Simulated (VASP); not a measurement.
A run of VASP 6.6.1:

INCAR

```
PREC     = Accurate       # precision mode
ENCUT    = 520            # plane-wave cutoff, eV
EDIFF    = 1E-6           # SCF threshold, eV
ISMEAR   = 0              # smearing method
SIGMA    = 0.1            # smearing width, eV
LREAL    = False          # projectors in reciprocal space
LASPH    = True           # aspherical terms in the spheres
NELM     = 80             # most SCF steps
ALGO     = Normal         # electronic algorithm
ISIF     = 2              # what is computed and relaxed
LWAVE    = False          # write WAVECAR
LCHARG   = False          # write CHGCAR
GGA      = PE             # functional
NBANDS   = 28             # bands
```

Contents of KPOINTS:

```
regular mesh
0
Gamma
  3 3 4
```

File POSCAR:

```
GeP5
1.0
    6.1467740166      0.0000000030      0.0000000000
   -3.0733870109      5.3232624482      0.0000000000
    0.0000000000      0.0000000000      4.0295543861
Ge P
1 5
Direct
    0.6666666667      0.3333333333      0.5000000000
    0.1314306142      0.8685693858      0.0000000000
    0.1314306142      0.2628612284      0.0000000000
    0.7371387716      0.8685693858      0.0000000000
    0.3333333333      0.6666666667      0.0000000000
    0.0000000000      0.0000000000      0.5000000000
```

Potentials or basis: VASP PAW PBE potentials, release 64 (Ge_d, P).

Run with:

```sh
$ cat potpaw_PBE.64/Ge_d/POTCAR potpaw_PBE.64/P/POTCAR > POTCAR
$ mpirun -np 1 vasp_std > vasp.out
```

Hardware: 1 thread of Intel Xeon 8259CL (shared host).

**Question.** Estimate the wall time of this run.

**Answer.** It took 64 s on 1 thread of Intel Xeon 8259CL (shared host), peak memory 0.24 GiB. Counts: scf iterations 13, k points 9.
